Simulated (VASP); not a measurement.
# InAs (Fm-3m) in VASP: further runs, part 2 of 2

VASP 6.6.1. The steps go on from the part before.

## Step 3: Single point, r2SCAN

The input, POSCAR:

```
InAs
1.0
    0.0000000000      2.8773040000      2.8773040000
    2.8773040000      0.0000000000      2.8773040000
    2.8773040000      2.8773040000      0.0000000000
In As
1 1
Direct
    0.5000000000      0.5000000000      0.5000000000
    0.0000000000      0.0000000000      0.0000000000
```

The input, INCAR.step1:

```
SYSTEM = InAs
ALGO = Normal ; EDIFF = 1E-4
ENCUT = 520 ; GGA = PE
ISMEAR = 0 ; LASPH = .TRUE.
LCHARG = .FALSE. ; LREAL = .FALSE.
LWAVE = .TRUE. ; NBANDS = 16
NELM = 80 ; PREC = Accurate
SIGMA = 0.15
```

The input, INCAR.step2:

```
SYSTEM = InAs
ALGO = Normal ; EDIFF = 1E-6
ENCUT = 520 ; ISIF = 2
ISMEAR = 0 ; ISTART = 1
LASPH = .TRUE. ; LCHARG = .FALSE.
LMIXTAU = .TRUE. ; LREAL = .FALSE.
LWAVE = .FALSE. ; METAGGA = R2SCAN
NBANDS = 16 ; NELM = 80
PREC = Accurate ; SIGMA = 0.15
```

The input, KPOINTS:

```
k-points
0
G
  16 16 16
  0 0 0
```

Potentials or basis: VASP PAW PBE potentials, release 64 (In_d, As).

On the command line:

```console
cat potpaw_PBE.64/In_d/POTCAR potpaw_PBE.64/As/POTCAR > POTCAR
cp INCAR.step1 INCAR
mpirun -np 1 vasp_std > vasp.out
cp INCAR.step2 INCAR
mpirun -np 1 vasp_std > vasp.out
```

OUTCAR:

```text
SYSTEM = InAs
   EDIFF = 1E-6
   ENCUT = 520
   ISIF = 2
   ISMEAR = 0
   ISTART = 1
   LASPH = .TRUE.
   LREAL = .FALSE.
   METAGGA = R2SCAN
   NELM = 80
   PREC = Accurate

 ion  position               nearest neighbor table
   1  0.500  0.500  0.500-   2 2.88   2 2.88   2 2.88   2 2.88   2 2.88   2 2.88
   2  0.000  0.000  0.000-   1 2.88   1 2.88   1 2.88   1 2.88   1 2.88   1 2.88

  LATTYP: Found a face centered cubic cell.
 ALAT       =     5.7546080000

  Lattice vectors:

[... 644 lines left out ...]

  FORCE on cell =-STRESS in cart. coord.  units (eV):
  Direction    XX          YY          ZZ          XY          YZ          ZX
  --------------------------------------------------------------------------------------
  -------------------------------------------------------------------------------------
  Total       -0.6884266     -0.6884266     -0.6884266     -0.0000000      0.0000000      0.0000000
  in kB      -23.1516001    -23.1516001    -23.1516001     -0.0000000      0.0000000      0.0000000
  external PRESSURE =     -23.1516001 kB  Pullay stress =       0.0000000 kB

 VOLUME and BASIS-vectors are now :
 -----------------------------------------------------------------------------
  energy-cutoff  :      520.00
  volume of cell :       47.64
      direct lattice vectors                 reciprocal lattice vectors
     0.000000000  2.877304000  2.877304000    -0.173773783  0.173773783  0.173773783
     2.877304000  0.000000000  2.877304000     0.173773783 -0.173773783  0.173773783
     2.877304000  2.877304000  0.000000000     0.173773783  0.173773783 -0.173773783

 POSITION                                       TOTAL-FORCE (eV/Angst)
 -----------------------------------------------------------------------------------
      2.87730      2.87730      2.87730         0.000000     -0.000000      0.000000
      0.00000      0.00000      0.00000        -0.000000      0.000000     -0.000000
 -----------------------------------------------------------------------------------
    total drift:                                0.000000      0.000000      0.000000

  FREE ENERGIE OF THE ION-ELECTRON SYSTEM (eV)
  ---------------------------------------------------
  free  energy   TOTEN  =       -37.5701993245 eV

  energy  without entropy=      -37.5545410827  energy(sigma->0) =      -37.56237020
```

OSZICAR.step1:

```text
N       E                     dE             d eps       ncg     rms          rms(c)
DAV:   1     0.102809312013E+03    0.10281E+03   -0.88599E+03  4656   0.132E+03
DAV:   2    -0.137882316057E+01   -0.10419E+03   -0.99882E+02  5080   0.295E+02
DAV:   3    -0.737418950145E+01   -0.59954E+01   -0.59137E+01  5968   0.665E+01
DAV:   4    -0.749986260839E+01   -0.12567E+00   -0.12561E+00  5608   0.104E+01
DAV:   5    -0.750510633403E+01   -0.52437E-02   -0.52436E-02  6656   0.196E+00    0.366E+00
DAV:   6    -0.733102758683E+01    0.17408E+00   -0.30488E-01  6800   0.911E+00    0.193E+00
DAV:   7    -0.732485429304E+01    0.61733E-02   -0.49302E-02  6768   0.199E+00    0.646E-01
DAV:   8    -0.732502869550E+01   -0.17440E-03   -0.39849E-03  5944   0.777E-01    0.122E-01
DAV:   9    -0.732518198945E+01   -0.15329E-03   -0.41057E-04  6288   0.247E-01    0.789E-02
DAV:  10    -0.732518060978E+01    0.13797E-05   -0.19884E-05  3072   0.401E-02
   1 F= -.73251806E+01 E0= -.73171815E+01  d E =-.159982E-01
```

It took 9.5 min on 1 thread of AMD EPYC 7R43 (Zen 3), shared host; peak memory 0.22 GiB.

What came out:

| Property | Result |
| --- | --- |
| Free energy | -37.5702 eV |
| Pressure | -2.3 GPa |
| Band gap on the k mesh | zero (band 9 reaches 6.10 eV, above the bottom of band 10 at 3.43 eV) |

Caveat: the PAW data sets were made with another functional, which shifts forces and pressure a little; spin-orbit coupling is left out, which moves the levels of the heavy elements.
